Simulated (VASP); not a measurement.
Set up this calculation in VASP 6.6.1, as the native input.

| Property | Result |
| --- | --- |
| Task | single point |
| Functional | r2SCAN |
| Potentials or basis | VASP PAW PBE potentials, release 64 (Al, N) |
| Cutoff | 660 eV |
| k mesh | 10 × 10 × 10 |
| Occupations | gaussian, width 0.02 eV |
| Spin | no spin polarisation |
| Dipole correction | no |
| Further INCAR settings | ALGO = Normal; EDIFF = 1e-06; NBANDS = 11 |

The system is AlN.

```
Al N
1.0
     0.00000    2.18473    2.18473
     2.18473    0.00000    2.18473
     2.18473    2.18473    0.00000
Al N
1 1
Cartesian
  0.0000 0.0000 0.0000
  1.0924 1.0924 1.0924
```

The input as run:

POSCAR

```
AlN
1.0
    0.0000000000      2.1847290853      2.1847290853
    2.1847290853      0.0000000000      2.1847290853
    2.1847290853      2.1847290853      0.0000000000
Al N
1 1
Direct
    0.0000000000      0.0000000000      0.0000000000
    0.2500000000      0.2500000000      0.2500000000
```

INCAR.step1

```
SYSTEM = AlN
ALGO = Normal
EDIFF = 1E-5
ENCUT = 660
GGA = PE
GGA_COMPAT = .False.
ISMEAR = 0
LASPH = .True.
LCHARG = .False.
LREAL = .False.
LWAVE = .True.
NBANDS = 11
NELM = 120
PREC = Accurate
SIGMA = 0.02
```

INCAR.step2

```
SYSTEM = AlN
ALGO = Normal
EDIFF = 1E-6
ENCUT = 660
GGA_COMPAT = .False.
ISIF = 2
ISMEAR = 0
ISTART = 1
LASPH = .True.
LCHARG = .True.
LELF = .True.
LMIXTAU = .True.
LREAL = .False.
LVHAR = .True.
LWAVE = .False.
METAGGA = R2SCAN
NBANDS = 11
NELM = 120
PREC = Accurate
SIGMA = 0.02
```

KPOINTS

```
k-points
0
Gamma
  10 10 10
  0 0 0
```

Potentials or basis: VASP PAW PBE potentials, release 64 (Al, N).

Command:

```console
$ cat potpaw_PBE.64/Al/POTCAR potpaw_PBE.64/N/POTCAR > POTCAR
$ cp INCAR.step1 INCAR
$ mpirun -np 1 vasp_std > vasp.out
$ cp INCAR.step2 INCAR
$ mpirun -np 1 vasp_std > vasp.out
```

Results of the run:

The pressure is -0.3 GPa and the band gap on the k mesh is 3.93 eV (least direct gap 4.88 eV).

Caveat: the PAW data sets were made with another functional, which shifts forces and pressure a little.

It took 52 s on 1 thread of Intel Xeon 8259CL, with other jobs on the host, peak memory 0.16 GiB.
